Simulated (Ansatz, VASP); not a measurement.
## One calculation of CdS, two programs

Contents of INCAR:

```
ALGO     = Normal         # electronic algorithm
EDIFF    = 1E-6           # SCF threshold, eV
ENCUT    = 500            # plane-wave cutoff, eV
GGA      = PS             # functional
GGA_COMPAT= F            
ISIF     = 2              # what is computed and relaxed
ISMEAR   = -1             # smearing method
LASPH    = T              # aspherical terms in the spheres
LCHARG   = T              # write CHGCAR
LELF     = T              # ELF
LREAL    = F              # projectors in reciprocal space
LVHAR    = T            
LWAVE    = F              # write WAVECAR
NBANDS   = 16             # bands
NELM     = 120            # most SCF steps
PREC     = Accurate       # precision mode
SIGMA    = 0.05           # smearing width, eV
```

The input KPOINTS:

```
k-points
0
Gamma
  6 6 6
```

The input POSCAR:

```
CdS
1.0
    0.0000000000      2.9165000000      2.9165000000
    2.9165000000      0.0000000000      2.9165000000
    2.9165000000      2.9165000000      0.0000000000
Cd S
1 1
Direct
    0.0000000000      0.0000000000      0.0000000000
    0.7500000000      0.7500000000      0.7500000000
```

The input input.yaml:

```yaml
crystal:
  lattice:
    - [0.0, 2.9165, 2.9165]
    - [2.9165, 0.0, 2.9165]
    - [2.9165, 2.9165, 0.0]
  atoms:
    - { symbol: Cd, position: [0.0, 0.0, 0.0] }
    - { symbol: S, position: [0.75, 0.75, 0.75] }
kpoints:
  mp_grid: { grid: [6, 6, 6] }
  band_path:
    path:
      - [0.0, 0.0, 0.0]
      - [0.5, 0.0, 0.5]
      - [0.5, 0.25, 0.75]
      - [0.375, 0.375, 0.75]
      - [0.0, 0.0, 0.0]
      - [0.5, 0.5, 0.5]
      - [0.625, 0.25, 0.625]
      - [0.5, 0.25, 0.75]
    npoints: 8
scf:
  occupations: { method: fermi_dirac, width: 0.05 }
hamiltonian:
  xc: pbesol
  pseudopotentials: { kind: all_electron, lapw: { basis_error: 0.001 } }
output:
  forces: true
  stress: true
  eigenvalues: true
```

Alike in both runs: functional PBEsol; k mesh 6 × 6 × 6; occupations fermi-dirac, width 0.05 eV; no spin polarisation.

|  | VASP | Ansatz |
| --- | --- | --- |
| version | VASP 6.6.1 | Ansatz 0.2.0 |
| potentials or method | VASP PAW PBE potentials, release 64 (Cd, S), cutoff 500 eV | all-electron LAPW, scalar-relativistic |
| task | single point | band structure |

Ansatz gave:

* gap on the k mesh at the Fermi level (eV): 1.00
* least direct gap on the mesh (eV): 1.00
* pressure (GPa): -0.2

Estimate VASP's values.

gap on the k mesh at the Fermi level (eV): 1.01; least direct gap on the mesh (eV): 1.01; pressure (GPa): 0.1.

VASP's potentials were made for PBE, not for PBEsol. Ansatz ran all-electron here, and VASP with PAW potentials.
